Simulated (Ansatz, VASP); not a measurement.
## B3As: VASP beside Ansatz

The input INCAR:

```
SYSTEM = B3As
PREC = Accurate
ENCUT = 600
EDIFF = 1E-6
ISMEAR = 0
SIGMA = 0.1
LREAL = .FALSE.
LASPH = .TRUE.
NELM = 80
ALGO = Normal
ISIF = 3
LWAVE = .FALSE.
LCHARG = .FALSE.
GGA = PE
IBRION = 2
NSW = 90
EDIFFG = -0.04
```

Contents of KPOINTS:

```
Automatic mesh
0
G
  4 4 6
  0 0 0
```

File POSCAR:

```
B3As
1.0
    3.7940937700      0.0000000000      0.0000000000
    0.0000000000      3.7940937700      0.0000000000
    0.0000000000      0.0000000000      3.5793339600
B As
3 1
Direct
    0.0000000000      0.5000000000      0.5000000000
    0.5000000000      0.0000000000      0.5000000000
    0.5000000000      0.5000000000      0.0000000000
    0.0000000000      0.0000000000      0.0000000000
```

Input for Ansatz:

```yaml
crystal:
  lattice:
    - [3.79409377, 0.0, 0.0]
    - [0.0, 3.79409377, 0.0]
    - [0.0, 0.0, 3.57933396]
  atoms:
    - { symbol: B, position: [0.0, 0.5, 0.5] }
    - { symbol: B, position: [0.5, 0.0, 0.5] }
    - { symbol: B, position: [0.5, 0.5, 0.0] }
    - { symbol: As, position: [0.0, 0.0, 0.0] }
basis:
  ecutwfc: 420
kpoints:
  mp_grid: { grid: [4, 4, 6] }
hamiltonian:
  xc: pbe
scf:
  occupations: { method: gaussian, width: 0.1 }
  lower_state_search: "off"
output:
  forces: true
  stress: true
  eigenvalues: true
relax:
  adjacent_minimum: "off"
  f_tol: 0.04
  max_steps: 70
  cell: { stress_tol: 0.4 }
```

Change from the starting cell: species swapped into the Ti3Ag type (P4/mmm, No. 123).

Alike in both runs: task relaxation of cell and atoms; functional PBE; k mesh 4 × 4 × 6; occupations gaussian, width 0.1 eV; no spin polarisation.

|  | VASP | Ansatz |
| --- | --- | --- |
| version | VASP 6.6.1 | Ansatz 0.2.0 |
| potentials or method | VASP PAW PBE potentials, release 64 (B, As), cutoff 600 eV | scalar-relativistic, plane waves, PAW |
| valence electrons in the cell | 14 | 24 |

Ansatz gave:

| Quantity | Value |
| --- | --- |
| gap on the k mesh at the Fermi level, each at its own relaxed structure (eV) | none |
| relaxed volume (Å³/atom) | 9.59 |
| relaxed length of the cell vector where the two differ most in proportion (Å) | 3.418 |

Problem. Estimate VASP's values.

Solution. gap on the k mesh at the Fermi level, each at its own relaxed structure (eV): none; relaxed volume (Å³/atom): 9.58; relaxed length of the cell vector where the two differ most in proportion (Å): 3.416.

A gap of «none» marks a metal or a gap that the smearing closes. VASP's potentials hold 14 valence electrons a cell and Ansatz's 24, so a difference there can come from the potentials and not from the codes.

The k mesh is coarse, so the values compare programs but aren't converged. Noted on VASP's run: the volume moved by over 15 % at a fixed basis, so the end points are rough.
